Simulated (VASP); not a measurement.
Here is a VASP 6.6.1 calculation.

INCAR

```
PREC = Accurate ; ENCUT = 520
EDIFF = 1E-6 ; ISMEAR = 0
SIGMA = 0.1 ; LREAL = False
LASPH = True ; NELM = 80
ALGO = Fast ; ISIF = 2
LWAVE = False ; LCHARG = False
GGA = PS ; NBANDS = 19
```

KPOINTS

```
Automatic mesh
0
Gamma
  12 12 12
```

Contents of POSCAR:

```
Hg
1.0
    3.8563671944      0.0000000000      0.0000000000
    0.0000000000      3.8563671944      0.0000000000
    0.0000000000      0.0000000000      3.3026460467
Hg
2
Direct
    0.0000000000      0.0000000000      0.0000000000
    0.5000000000      0.5000000000      0.5000000000
```

Potentials or basis: VASP PAW PBE potentials, release 64 (Hg).

The run is started by

```bash
$ cat potpaw_PBE.64/Hg/POTCAR > POTCAR
$ mpirun -np 1 vasp_std > vasp.out
```

Question: What does it give for the pressure?

Answer: -0.7 GPa.

Question: What does it give for the band gap on the k mesh?

Answer: Zero (band 12 reaches 4.61 eV, above the bottom of band 13 at 0.60 eV).

Stress tensor (GPa, compression positive):
```
-0.85  0.00  0.00
 0.00 -0.85  0.00
 0.00  0.00 -0.30
```

Caveat: the cell differs from its parent crystal (biaxial strain in the a-b plane: +2.0 %); the PAW data sets were made with another functional, which shifts forces and pressure a little; spin-orbit coupling is left out, which moves the levels of the heavy elements.
